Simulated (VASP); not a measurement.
# Sr (Fm-3m) in VASP: single point with r2SCAN

Aim: the single point of Sr with r2SCAN.

Program: VASP 6.6.1. These are calculated values, not measurements. Logs are shortened: lines on timing, memory, paths and dates and some standing lists are left out, and cuts for length are marked.

### Step 1. The cell of the first run

It takes space group Fm-3m (No. 225, cubic). Conventional cell: a = 6.102 Å, b = 6.102 Å, c = 6.102 Å, α = 90.00°, β = 90.00°, γ = 90.00°. Sr (site symmetry m-3m) has 12 Sr at 4.32 Å within 5.7 Å.

### Step 2. Single point, r2SCAN

Contents of POSCAR:

```
Sr
1.0
    0.0000000000      3.0512061252      3.0512061252
    3.0512061252      0.0000000000      3.0512061252
    3.0512061252      3.0512061252      0.0000000000
Sr
1
Direct
    0.0000000000      0.0000000000      0.0000000000
```

Contents of INCAR.step1:

```
SYSTEM = Sr
PREC = Accurate
ENCUT = 520
ISMEAR = 0
SIGMA = 0.05
LREAL = .FALSE.
LASPH = .TRUE.
NELM = 60
NBANDS = 11
GGA = PE
ALGO = Normal
EDIFF = 1E-4
LWAVE = .TRUE.
LCHARG = .FALSE.
```

Contents of INCAR.step2:

```
SYSTEM = Sr
PREC = Accurate
ENCUT = 520
EDIFF = 1E-7
ISMEAR = 0
SIGMA = 0.05
LREAL = .FALSE.
LASPH = .TRUE.
NELM = 60
ALGO = Normal
ISIF = 2
LWAVE = .FALSE.
LCHARG = .FALSE.
METAGGA = R2SCAN
LMIXTAU = .TRUE.
NBANDS = 11
ISTART = 1
```

Contents of KPOINTS:

```
Automatic mesh
0
G
  12 12 12
  0 0 0
```

Potentials or basis: VASP PAW PBE potentials, release 64 (Sr_sv).

Run with:

```console
$ cat potpaw_PBE.64/Sr_sv/POTCAR > POTCAR
$ cp INCAR.step1 INCAR
$ mpirun -np 1 vasp_std > vasp.out
$ cp INCAR.step2 INCAR
$ mpirun -np 1 vasp_std > vasp.out
```

OUTCAR:

```text
SYSTEM = Sr
   PREC = Accurate
   ENCUT = 520
   EDIFF = 1E-7
   ISMEAR = 0
   LREAL = .FALSE.
   LASPH = .TRUE.
   NELM = 60
   ISIF = 2
   METAGGA = R2SCAN
   ISTART = 1

 ion  position               nearest neighbor table
   1  0.000  0.000  0.000-

  LATTYP: Found a face centered cubic cell.
 ALAT       =     6.1024122504

  Lattice vectors:

 A1 = (   0.0000000000,   3.0512061252,   3.0512061252)
 A2 = (   3.0512061252,   0.0000000000,   3.0512061252)
 A3 = (   3.0512061252,   3.0512061252,   0.0000000000)

Analysis of symmetry for initial positions (statically):
=====================================================================
 Subroutine PRICEL returns:
 Original cell was already a primitive cell.

 Routine SETGRP: Setting up the symmetry group for a
 face centered cubic supercell.

 Subroutine GETGRP returns: Found 48 space group operations
 (whereof 48 operations were pure point group operations)
 out of a pool of 48 trial point group operations.

The static configuration has the point symmetry O_h .

Analysis of symmetry for dynamics (positions and initial velocities):
=====================================================================
 Subroutine PRICEL returns:
 Original cell was already a primitive cell.

 Routine SETGRP: Setting up the symmetry group for a
 face centered cubic supercell.

 Subroutine GETGRP returns: Found 48 space group operations
 (whereof 48 operations were pure point group operations)
 out of a pool of 48 trial point group operations.

The dynamic configuration has the point symmetry O_h .

 Subroutine INISYM returns: Found 48 space group operations
 (whereof 48 operations are pure point group operations),
 and found     1 'primitive' translations

----------------------------------------------------------------------------------------

                                     Primitive cell

  volume of cell :      56.8126

  direct lattice vectors                    reciprocal lattice vectors
     0.000000000  3.051206125  3.051206125    -0.163869624  0.163869624  0.163869624
     3.051206125  0.000000000  3.051206125     0.163869624 -0.163869624  0.163869624
     3.051206125  3.051206125  0.000000000     0.163869624  0.163869624 -0.163869624

  length of vectors
     4.315057084  4.315057084  4.315057084     0.283830514  0.283830514  0.283830514

  position of ions in fractional coordinates (direct lattice)
     0.000000000  0.000000000  0.000000000

  ion indices of the primitive-cell ions
   primitive index   ion index
                 1           1

----------------------------------------------------------------------------------------

 KPOINTS: Automatic mesh

Automatic generation of k-mesh.
 Grid dimensions read from file:
 generate k-points for:   12   12   12

 Generating k-lattice:

  Cartesian coordinates                     Fractional coordinates (reciprocal lattice)
    -0.013655802  0.013655802  0.013655802     0.083333333  0.000000000  0.000000000
     0.013655802 -0.013655802  0.013655802     0.000000000  0.083333333  0.000000000
     0.013655802  0.013655802 -0.013655802     0.000000000  0.000000000  0.083333333

  Length of vectors
     0.023652543  0.023652543  0.023652543

  Shift w.r.t. Gamma in fractional coordinates (k-lattice)
     0.000000000  0.000000000  0.000000000

 Subroutine IBZKPT returns following result:
 ===========================================

 Found     72 irreducible k-points:

 Following reciprocal coordinates:
            Coordinates               Weight
  0.000000  0.000000  0.000000      1.000000
  0.083333  0.000000  0.000000      8.000000
  0.166667  0.000000  0.000000      8.000000
  0.250000  0.000000  0.000000      8.000000
  0.333333  0.000000  0.000000      8.000000
  0.416667  0.000000  0.000000      8.000000
[... 16 lines left out ...]
  0.500000  0.166667  0.000000     24.000000
 -0.416667  0.166667  0.000000     24.000000
 [... further k-points ...]
   k-points           NKPTS =     72   k-points in BZ     NKDIM =     72   number of bands    NBANDS=     11
   number of dos      NEDOS =    301   number of ions     NIONS =      1
   total plane-waves  NPLWV =  32768
   dimension x,y,z NGX =    32 NGY =   32 NGZ =   32
   dimension x,y,z NGXF=    64 NGYF=   64 NGZF=   64
   ions per type =               1
   NGX,Y,Z   is equivalent  to a cutoff of  12.33, 12.33, 12.33 a.u.
   NGXF,Y,Z  is equivalent  to a cutoff of  24.66, 24.66, 24.66 a.u.
 SYSTEM =  Sr
   PREC   = accura    normal or accurate (medium, high low for compatibility)
   ISTART =      1    job   : 0-new  1-cont  2-samecut
   ICHARG =      0    charge: 1-file 2-atom 10-const
   ISPIN  =      1    spin polarized calculation?
   LNONCOLLINEAR =      F non collinear calculations
   LSORBIT =      F    spin-orbit coupling
   LASPH  =      T    aspherical Exc in radial PAW
   ENCUT  =  520.0 eV  38.22 Ry    6.18 a.u.   8.02  8.02  8.02*2*pi/ulx,y,z
   NELM   =     60;   NELMIN=  2; NELMDL=  0     # of ELM steps
   EDIFF  = 0.1E-06   stopping-criterion for ELM
   LREAL  =      F    real-space projection
   EDIFFG = 0.1E-05   stopping-criterion for IOM
   NSW    =      0    number of steps for IOM
   IBRION =     -1    ionic relax: 0-MD 1-quasi-New 2-CG
   NFREE  =      0    steps in history (QN), initial steepest desc. (CG)
   ISIF   =      2    stress and relaxation
   ISYM   =      2    0-nonsym 1-usesym 2-fastsym
   POTIM  = 0.5000    time-step for ionic-motion
   TEBEG  =    0.0;   TEEND  =   0.0 temperature during run
   PSTRESS=    0.0 pullay stress
   NELECT =      10.0000    total number of electrons
   NUPDOWN=      -1.0000    fix difference up-down
   EMIN   =  10.00;   EMAX   =-10.00  energy-range for DOS
   EFERMI =   0.00;   METHOD = LEGACY
   ISMEAR =     0;   SIGMA  =   0.05  broadening in eV -4-tet -1-fermi 0-gaus
   EFERMI_NEDOS =   21; number of points for ismear=-14 and -15
   IALGO  =     38    algorithm
   IMIX   =      4    mixing-type and parameters
     AMIX     =   0.40;   BMIX     =  1.00
     AMIX_MAG =   1.60;   BMIX_MAG =  1.00
  volume/ion in A,a.u.               =      56.81       383.39
  Fermi-wavevector in a.u.,A,eV,Ry     =   0.917473  1.733773 11.452795  0.841757
  Thomas-Fermi vector in A             =   2.042446
   LORBIT       =      0    0 simple, 1 ext, 2 COOP (PROOUT), +10 PAW based schemes
   METAGGA = R2SCAN    functional components
   LHFCALC =     F    Hartree Fock is set to
   AEXX    =    0.0000 exact exchange contribution
   IVDW    =     0    specifies the selected vdW correction
   LEPSILON=     F    determine dielectric tensor
   LRPA    =     F    only Hartree local field effects (RPA)
 non-spin polarized calculation
 Gauss-broadening in eV      SIGMA  =   0.05
  energy-cutoff  :      520.00
  volume of cell :       56.81
 maximum number of plane-waves:      1550
   NGX = 17   NGY = 17   NGZ = 17

 number of electron      10.0000000 magnetization

 Free energy of the ion-electron system (eV)
  ---------------------------------------------------
  ext. energy  EPLUGINS =         0.00000000
  ---------------------------------------------------
  free energy    TOTEN  =       -15.09741767 eV

  energy without entropy =      -15.09449702  energy(sigma->0) =      -15.09595735

 E-fermi :   1.4811     XC(G=0):  -7.6891

 val. band max:        1.4796961338   @ k =   0.5000   0.0833   0.0000
 cond. band min:       1.4827821116   @ k =  -0.3333   0.4167   0.0833
 fundamental gap:      0.0030859778
 Fermi energy:         1.4810596720

 k-point     1 :       0.0000    0.0000    0.0000
  band No.  band energies     occupation
      1     -36.5933      2.00000
      2     -17.8567      2.00000
      3     -17.8567      2.00000
      4     -17.8567      2.00000
      5      -2.2903      2.00000
      6       4.1598      0.00000
      7       4.1598      0.00000
      8       4.1598      0.00000
      9       5.6558      0.00000
     10       5.6558      0.00000
     11       8.9171      0.00000

 k-point     2 :       0.0833    0.0000    0.0000
  band No.  band energies     occupation
      1     -36.5924      2.00000
      2     -17.8692      2.00000
      3     -17.8583      2.00000
      4     -17.8583      2.00000
      5      -2.1760      2.00000
      6       3.9627      0.00000
      7       4.2130      0.00000
      8       4.2130      0.00000
      9       5.5803      0.00000
     10       5.5803      0.00000
     11       9.2218      0.00000

 k-point     3 :       0.1667    0.0000    0.0000
  band No.  band energies     occupation
      1     -36.5900      2.00000
      2     -17.9032      2.00000
      3     -17.8628      2.00000
      4     -17.8628      2.00000
      5      -1.8429      2.00000
      6       3.4949      0.00000
      7       4.3140      0.00000
      8       4.3141      0.00000
      9       5.4721      0.00000
     10       5.4721      0.00000
     11       9.4207      0.00000

 k-point     4 :       0.2500    0.0000    0.0000
  band No.  band energies     occupation
      1     -36.5868      2.00000
      2     -17.9491      2.00000
      3     -17.8690      2.00000
      4     -17.8690      2.00000
      5      -1.3213      2.00000
      6       2.9329      0.00000
      7       4.2995      0.00000
      8       4.2995      0.00000
      9       5.5943      0.00000
     10       5.5943      0.00000
     11       8.6560      0.00000
[... 239 lines left out ...]
 k-point    22 :       0.4167    0.1667    0.0000
  band No.  band energies     occupation
      1     -36.5808      2.00000
      2     -18.0010      2.00000
      3     -17.8985      2.00000
      4     -17.8916      2.00000
      5      -0.0945      2.00000
      6       2.1689      0.00000
      7       3.4601      0.00000
      8       4.4410      0.00000
      9       5.8243      0.00000
     10       6.6375      0.00000
     11       7.9351      0.00000

 k-point    23 :       0.5000    0.1667    0.0000
  band No.  band energies     occupation
      1     -36.5792      2.00000
      2     -18.0203      2.00000
      3     -17.9082      2.00000
      4     -17.8917      2.00000
      5       0.5886      2.00000
      6       1.6473      0.00000
      7       3.3483      0.00000
      8       4.3287      0.00000
      9       6.3515      0.00000
     10       6.7459      0.00000
     11       7.3544      0.00000

 k-point    24 :      -0.4167    0.1667    0.0000
  band No.  band energies     occupation
      1     -36.5789      2.00000
      2     -18.0219      2.00000
      3     -17.9142      2.00000
      4     -17.8880      2.00000
      5       0.7724      2.00000
      6       1.5170      0.30932
      7       3.3015      0.00000
      8       4.2893      0.00000
      9       6.4013      0.00000
     10       6.7019      0.00000
     11       7.3860      0.00000

 [... further k-points ...]

------------------------ aborting loop because EDIFF is reached ----------------------------------------

  FORCE on cell =-STRESS in cart. coord.  units (eV):
  Direction    XX          YY          ZZ          XY          YZ          ZX
  --------------------------------------------------------------------------------------
  -------------------------------------------------------------------------------------
  Total       -0.0011304     -0.0011304     -0.0011304     -0.0000000     -0.0000000     -0.0000000
  in kB       -0.0318791     -0.0318791     -0.0318791     -0.0000000     -0.0000000     -0.0000000
  external PRESSURE =      -0.0318791 kB  Pullay stress =       0.0000000 kB

 VOLUME and BASIS-vectors are now :
 -----------------------------------------------------------------------------
  energy-cutoff  :      520.00
  volume of cell :       56.81
      direct lattice vectors                 reciprocal lattice vectors
     0.000000000  3.051206125  3.051206125    -0.163869624  0.163869624  0.163869624
     3.051206125  0.000000000  3.051206125     0.163869624 -0.163869624  0.163869624
     3.051206125  3.051206125  0.000000000     0.163869624  0.163869624 -0.163869624

 POSITION                                       TOTAL-FORCE (eV/Angst)
 -----------------------------------------------------------------------------------
      0.00000      0.00000      0.00000        -0.000000     -0.000000     -0.000000
 -----------------------------------------------------------------------------------
    total drift:                                0.000000      0.000000      0.000000

  FREE ENERGIE OF THE ION-ELECTRON SYSTEM (eV)
  ---------------------------------------------------
  free  energy   TOTEN  =       -15.0974176710 eV

  energy  without entropy=      -15.0944970198  energy(sigma->0) =      -15.09595735
```

It took 1.8 min on 1 thread of Intel Xeon Platinum 8259CL at 2.50GHz (Skylake/Cascade Lake), shared host; peak memory 0.21 GiB.

What came out:

* Free energy: -15.0974 eV
* Pressure: 0.0 GPa
* Band gap on the k mesh: zero (bands 5 and 6 overlap by 0.19 eV)

Levels at points of the mesh, in eV from the Fermi level:
| k point | band 3 | band 4 | band 5 | band 6 | band 7 | band 8 |
| --- | --- | --- | --- | --- | --- | --- |
| (0.00, 0.00, 0.00) | -19.34 | -19.34 | -3.77 | 2.68 | 2.68 | 2.68 |
| (0.50, 0.00, 0.00) | -19.36 | -19.36 | -1.03 | -0.06 | 2.49 | 2.49 |
| (0.50, 0.50, 0.00) | -19.40 | -19.40 | -0.55 | 0.53 | 0.99 | 5.22 |

Caveat: the PAW data sets were made with another functional, which shifts forces and pressure a little.
